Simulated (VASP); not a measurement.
# Zr (Fm-3m) in VASP: notebook, part 3 of 3

VASP 6.6.1.

## Step 4: Single point, PBE

This run uses another cell than the first one, of 24.03 Å³/atom.

Input file INCAR:

```
PREC = Accurate ; ENCUT = 520
EDIFF = 1E-6 ; ISMEAR = 0
SIGMA = 0.1 ; LREAL = False
LASPH = True ; NELM = 80
ALGO = Normal ; ISIF = 2
LWAVE = False ; LCHARG = False
GGA = PE ; NBANDS = 12
```

Input file KPOINTS:

```
regular mesh
0
Gamma
  16 16 16
```

Input file POSCAR:

```
Zr
1.0
    0.0000000000      2.2903630844      2.2903630844
    2.2903630844      0.0000000000      2.2903630844
    2.2903630844      2.2903630844      0.0000000000
Zr
1
Direct
    0.0000000000      0.0000000000      0.0000000000
```

Potentials or basis: VASP PAW PBE potentials, release 64 (Zr_sv).

On the command line:

```bash
> cat potpaw_PBE.64/Zr_sv/POTCAR > POTCAR
> mpirun -np 1 vasp_std > vasp.out
```

OUTCAR:

```text
PREC = Accurate
   ENCUT = 520
   EDIFF = 1E-6
   ISMEAR = 0
   LREAL = False
   LASPH = True
   NELM = 80
   ISIF = 2
   GGA = PE

 ion  position               nearest neighbor table
   1  0.000  0.000  0.000-

  LATTYP: Found a face centered cubic cell.
 ALAT       =     4.5807261688

  Lattice vectors:

 A1 = (   0.0000000000,   2.2903630844,   2.2903630844)
 A2 = (   2.2903630844,   0.0000000000,   2.2903630844)
 A3 = (   2.2903630844,   2.2903630844,   0.0000000000)

Analysis of symmetry for initial positions (statically):
=====================================================================
 Subroutine PRICEL returns:
 Original cell was already a primitive cell.

 Routine SETGRP: Setting up the symmetry group for a
 face centered cubic supercell.

 Subroutine GETGRP returns: Found 48 space group operations
 (whereof 48 operations were pure point group operations)
 out of a pool of 48 trial point group operations.

The static configuration has the point symmetry O_h .

Analysis of symmetry for dynamics (positions and initial velocities):
=====================================================================
 Subroutine PRICEL returns:
 Original cell was already a primitive cell.

 Routine SETGRP: Setting up the symmetry group for a
 face centered cubic supercell.

 Subroutine GETGRP returns: Found 48 space group operations
 (whereof 48 operations were pure point group operations)
 out of a pool of 48 trial point group operations.

The dynamic configuration has the point symmetry O_h .

 Subroutine INISYM returns: Found 48 space group operations
 (whereof 48 operations are pure point group operations),
 and found     1 'primitive' translations

----------------------------------------------------------------------------------------

                                     Primitive cell

  volume of cell :      24.0294

  direct lattice vectors                    reciprocal lattice vectors
     0.000000000  2.290363084  2.290363084    -0.218305998  0.218305998  0.218305998
     2.290363084  0.000000000  2.290363084     0.218305998 -0.218305998  0.218305998
     2.290363084  2.290363084  0.000000000     0.218305998  0.218305998 -0.218305998

  length of vectors
     3.239062537  3.239062537  3.239062537     0.378117081  0.378117081  0.378117081

  position of ions in fractional coordinates (direct lattice)
     0.000000000  0.000000000  0.000000000

  ion indices of the primitive-cell ions
   primitive index   ion index
                 1           1

----------------------------------------------------------------------------------------

 KPOINTS: regular mesh

Automatic generation of k-mesh.
 Grid dimensions read from file:
 generate k-points for:   16   16   16

 Generating k-lattice:

  Cartesian coordinates                     Fractional coordinates (reciprocal lattice)
    -0.013644125  0.013644125  0.013644125     0.062500000  0.000000000  0.000000000
     0.013644125 -0.013644125  0.013644125     0.000000000  0.062500000  0.000000000
     0.013644125  0.013644125 -0.013644125     0.000000000  0.000000000  0.062500000

  Length of vectors
     0.023632318  0.023632318  0.023632318

  Shift w.r.t. Gamma in fractional coordinates (k-lattice)
     0.000000000  0.000000000  0.000000000

 Subroutine IBZKPT returns following result:
 ===========================================

 Found    145 irreducible k-points:

 Following reciprocal coordinates:
            Coordinates               Weight
  0.000000  0.000000  0.000000      1.000000
  0.062500  0.000000  0.000000      8.000000
  0.125000  0.000000  0.000000      8.000000
  0.187500  0.000000  0.000000      8.000000
  0.250000  0.000000  0.000000      8.000000
  0.312500  0.000000  0.000000      8.000000
[... 16 lines left out ...]
 -0.125000  0.062500  0.000000     24.000000
 -0.062500  0.062500  0.000000     12.000000
 [... further k-points ...]
   k-points           NKPTS =    145   k-points in BZ     NKDIM =    145   number of bands    NBANDS=     12
   number of dos      NEDOS =    301   number of ions     NIONS =      1
   total plane-waves  NPLWV =  13824
   dimension x,y,z NGX =    24 NGY =   24 NGZ =   24
   dimension x,y,z NGXF=    48 NGYF=   48 NGZF=   48
   ions per type =               1
   NGX,Y,Z   is equivalent  to a cutoff of  12.32, 12.32, 12.32 a.u.
   NGXF,Y,Z  is equivalent  to a cutoff of  24.64, 24.64, 24.64 a.u.
 SYSTEM =  unknown system
   PREC   = accura    normal or accurate (medium, high low for compatibility)
   ISTART =      0    job   : 0-new  1-cont  2-samecut
   ICHARG =      2    charge: 1-file 2-atom 10-const
   ISPIN  =      1    spin polarized calculation?
   LNONCOLLINEAR =      F non collinear calculations
   LSORBIT =      F    spin-orbit coupling
   LASPH  =      T    aspherical Exc in radial PAW
   ENCUT  =  520.0 eV  38.22 Ry    6.18 a.u.   6.02  6.02  6.02*2*pi/ulx,y,z
   NELM   =     80;   NELMIN=  2; NELMDL= -5     # of ELM steps
   EDIFF  = 0.1E-05   stopping-criterion for ELM
   LREAL  =      F    real-space projection
   EDIFFG = 0.1E-04   stopping-criterion for IOM
   NSW    =      0    number of steps for IOM
   IBRION =     -1    ionic relax: 0-MD 1-quasi-New 2-CG
   NFREE  =      0    steps in history (QN), initial steepest desc. (CG)
   ISIF   =      2    stress and relaxation
   ISYM   =      2    0-nonsym 1-usesym 2-fastsym
   POTIM  = 0.5000    time-step for ionic-motion
   TEBEG  =    0.0;   TEEND  =   0.0 temperature during run
   PSTRESS=    0.0 pullay stress
   NELECT =      12.0000    total number of electrons
   NUPDOWN=      -1.0000    fix difference up-down
   EMIN   =  10.00;   EMAX   =-10.00  energy-range for DOS
   EFERMI =   0.00;   METHOD = LEGACY
   ISMEAR =     0;   SIGMA  =   0.10  broadening in eV -4-tet -1-fermi 0-gaus
   EFERMI_NEDOS =   21; number of points for ismear=-14 and -15
   IALGO  =     38    algorithm
   IMIX   =      4    mixing-type and parameters
     AMIX     =   0.40;   BMIX     =  1.00
     AMIX_MAG =   1.60;   BMIX_MAG =  1.00
  volume/ion in A,a.u.               =      24.03       162.16
  Fermi-wavevector in a.u.,A,eV,Ry     =   1.298836  2.454444 22.952680  1.686974
  Thomas-Fermi vector in A             =   2.430138
   LORBIT       =      0    0 simple, 1 ext, 2 COOP (PROOUT), +10 PAW based schemes
   GGA     = PE    functional components
   LHFCALC =     F    Hartree Fock is set to
   AEXX    =    0.0000 exact exchange contribution
   IVDW    =     0    specifies the selected vdW correction
   LEPSILON=     F    determine dielectric tensor
   LRPA    =     F    only Hartree local field effects (RPA)
 non-spin polarized calculation
 Gauss-broadening in eV      SIGMA  =   0.10
  energy-cutoff  :      520.00
  volume of cell :       24.03
 maximum number of plane-waves:       660
   NGX = 13   NGY = 13   NGZ = 13

 number of electron      12.0000000 magnetization

 Free energy of the ion-electron system (eV)
  ---------------------------------------------------
  ext. energy  EPLUGINS =         0.00000000
  ---------------------------------------------------
  free energy    TOTEN  =        -8.47659624 eV

  energy without entropy =       -8.46648091  energy(sigma->0) =       -8.47153857

 E-fermi :   8.5383     XC(G=0): -10.9397

 val. band max:        8.5364986230   @ k =   0.5000   0.2500   0.1250
 cond. band min:       8.5506938157   @ k =  -0.3125   0.3750   0.1250
 fundamental gap:      0.0141951926
 Fermi energy:         8.5382536138

 k-point     1 :       0.0000    0.0000    0.0000
  band No.  band energies     occupation
      1     -40.2308      2.00000
      2     -17.7888      2.00000
      3     -17.7888      2.00000
      4     -17.7888      2.00000
      5       3.0456      2.00000
      6       9.5083      0.00000
      7       9.5083      0.00000
      8       9.5083      0.00000
      9      11.8198      0.00000
     10      11.8198      0.00000
     11      18.9707      0.00000
     12      23.0240      0.00000
[... 331 lines left out ...]
 k-point    24 :      -0.0625    0.0625    0.0000
  band No.  band energies     occupation
      1     -40.2188      2.00000
      2     -17.8727      2.00000
      3     -17.8131      2.00000
      4     -17.7945      2.00000
      5       3.3650      2.00000
      6       9.2150      0.00000
      7       9.6498      0.00000
      8       9.6722      0.00000
      9      11.5526      0.00000
     10      11.8162      0.00000
     11      19.6385      0.00000
     12      21.9855      0.00000

 [... further k-points ...]

------------------------ aborting loop because EDIFF is reached ----------------------------------------

  FORCE on cell =-STRESS in cart. coord.  units (eV):
  Direction    XX          YY          ZZ          XY          YZ          ZX
  --------------------------------------------------------------------------------------
  -------------------------------------------------------------------------------------
  Total       -0.4479990     -0.4479990     -0.4479990      0.0000000     -0.0000000      0.0000000
  in kB      -29.8706489    -29.8706489    -29.8706489      0.0000000     -0.0000000      0.0000000
  external PRESSURE =     -29.8706489 kB  Pullay stress =       0.0000000 kB

 VOLUME and BASIS-vectors are now :
 -----------------------------------------------------------------------------
  energy-cutoff  :      520.00
  volume of cell :       24.03
      direct lattice vectors                 reciprocal lattice vectors
     0.000000000  2.290363084  2.290363084    -0.218305998  0.218305998  0.218305998
     2.290363084  0.000000000  2.290363084     0.218305998 -0.218305998  0.218305998
     2.290363084  2.290363084  0.000000000     0.218305998  0.218305998 -0.218305998

 POSITION                                       TOTAL-FORCE (eV/Angst)
 -----------------------------------------------------------------------------------
      0.00000      0.00000      0.00000         0.000000     -0.000000      0.000000
 -----------------------------------------------------------------------------------
    total drift:                                0.000000      0.000000     -0.000000

  FREE ENERGIE OF THE ION-ELECTRON SYSTEM (eV)
  ---------------------------------------------------
  free  energy   TOTEN  =        -8.4765962351 eV

  energy  without entropy=       -8.4664809057  energy(sigma->0) =       -8.47153857
```

It took 32 s on 1 thread of Intel Xeon 8259CL, shared host; peak memory 0.17 GiB.

What came out:

```
Free energy            : -8.4766 eV
Pressure               : -3.0 GPa
Band gap on the k mesh : zero (bands 6 and 7 overlap by 1.35 eV)
```

Levels at points of the mesh, in eV from the Fermi level:
```tsv
k point	band 2	band 3	band 4	band 5	band 6	band 7	band 8	band 9	band 10	band 11
(0.00, 0.00, 0.00)	-26.33	-26.33	-26.33	-5.49	0.97	0.97	0.97	3.28	3.28	10.43
(0.50, 0.00, 0.00)	-27.19	-26.44	-26.44	-2.86	0.80	0.80	0.99	4.98	4.98	9.14
(0.50, 0.50, 0.00)	-27.14	-26.63	-26.63	-2.85	-2.07	2.82	4.99	5.46	5.46	9.55
```

## Step 5: Single point, PBE

This run uses another cell than the first one, of 18.44 Å³/atom.

Input file INCAR:

```
SYSTEM = Zr
  ALGO = Normal
  EDIFF = 1E-6
  ENCUT = 520
  GGA = PE
  ISIF = 2
  ISMEAR = 0
  LASPH = .True.
  LCHARG = .False.
  LREAL = .False.
  LWAVE = .False.
  NBANDS = 12
  NELM = 60
  PREC = Accurate
  SIGMA = 0.1
```

Input file KPOINTS:

```
k-points
0
Gamma
  18 18 18
  0 0 0
```

Input file POSCAR:

```
Zr
1.0
    0.0000000000      2.0970417237      2.0970417237
    2.0970417237      0.0000000000      2.0970417237
    2.0970417237      2.0970417237      0.0000000000
Zr
1
Direct
    0.0000000000      0.0000000000      0.0000000000
```

On the command line:

```bash
> cat potpaw_PBE.64/Zr_sv/POTCAR > POTCAR
> mpirun -np 1 vasp_std > vasp.out
```

Wall time 44 s (1 thread of Intel Xeon 8259CL, shared host); peak memory 0.17 GiB.

It converged, with:

```yaml
Free_energy: -8.1037 eV
Pressure: 30.1 GPa
Band_gap_on_the_k_mesh: zero (bands 6 and 7 overlap by 1.71 eV)
```

Levels at points of the mesh, in eV from the Fermi level:
| k point | band 4 | band 5 | band 6 | band 7 | band 8 | band 9 |
| --- | --- | --- | --- | --- | --- | --- |
| (0.00, 0.00, 0.00) | -25.44 | -5.81 | 0.97 | 0.97 | 0.97 | 4.22 |
| (0.50, 0.00, 0.00) | -25.69 | -3.57 | 0.70 | 0.70 | 2.24 | 6.66 |
| (0.50, 0.50, 0.00) | -26.13 | -4.04 | -3.14 | 4.65 | 6.68 | 7.39 |

Caveat: the cell stands under pressure.

## Step 6: The runs side by side

```tsv
cell	k mesh	gap on the mesh (eV)	pressure (GPa)
a = 3.167 Å, angles 60.0°, 1 atom	16 × 16 × 16	none	3.0
a = 3.201 Å, angles 60.0°, 1 atom	16 × 16 × 16	none	0.0
a = 3.239 Å, angles 60.0°, 1 atom	16 × 16 × 16	none	-3.0
a = 2.966 Å, angles 60.0°, 1 atom	18 × 18 × 18	none	30.1
```

Alike in all rows: task single point; level PBE; potentials or basis VASP PAW PBE potentials, release 64 (Zr_sv); no spin polarisation; cutoff (eV) 520; smearing gaussian 0.1 eV.

Caveats: the cell stands under pressure (at least some runs).

Total energies depend on the potentials used, so only differences within one code and one set of settings carry meaning.
